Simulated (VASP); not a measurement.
Al6H: single point with PBE

Al6H, a slab with vacuum:

```
Al H
1.0
     5.71352    0.00000    0.00000
     0.00000    5.71352    0.00000
     0.00000    0.00000   22.17470
Al H
12 2
Direct
  0.25000 0.25000 0.18039
  0.25000 0.75000 0.18039
  0.75000 0.25000 0.18039
  0.75000 0.75000 0.18039
  0.00000 0.00000 0.27441
  0.00000 0.50000 0.27441
  0.50000 0.00000 0.27441
  0.50000 0.50000 0.27441
  0.25000 0.25000 0.36865
  0.25000 0.75000 0.36865
  0.75000 0.25000 0.36865
  0.75000 0.75000 0.36865
  0.00000 0.93437 0.46110
  0.00000 0.06563 0.46110
```

```json
{"Program": "VASP 6.6.1", "Task": "single point", "Functional": "PBE", "Potentials or basis": "VASP PAW PBE potentials, release 64 (Al, H)", "Cutoff": "520 eV", "k mesh": "5 × 5 × 1", "Occupations": "gaussian, width 0.1 eV", "Spin": "no spin polarisation", "Dipole correction": "yes", "Further INCAR settings": "ALGO = Normal; EDIFF = 1e-06; NBANDS = 32"}
```

```yaml
Largest_force: 0.461 eV/Å
Band_gap_on_the_k_mesh: zero (band 19 reaches -0.37 eV, above the bottom of band 20 at -0.98 eV)
```

Forces in eV/Å, atoms in the order of the input:
```
Al   0.002  0.007  0.028
Al   0.002 -0.007  0.028
Al  -0.002  0.007  0.028
Al  -0.002 -0.007  0.028
Al   0.000  0.000  0.025
Al   0.000  0.000 -0.033
Al   0.000  0.000 -0.038
Al   0.000  0.000  0.052
Al   0.141  0.151 -0.196
Al   0.141 -0.151 -0.196
Al  -0.141  0.151 -0.196
Al  -0.141 -0.151 -0.196
H    0.000 -0.318  0.333
H    0.000  0.318  0.333
```

Levels at points of the mesh, in eV from the Fermi level:
```
           k point  band 16  band 17  band 18  band 19  band 20  band 21  band 22  band 23
(0.00, 0.00, 0.00)    -0.90    -0.85    -0.70    -0.35    -0.02     0.00     0.02     0.12
```

It took 4.3 min on 1 thread of Intel(R) Xeon(R) Platinum 8488C (Sapphire Rapids), on a shared host, peak memory 0.67 GiB.
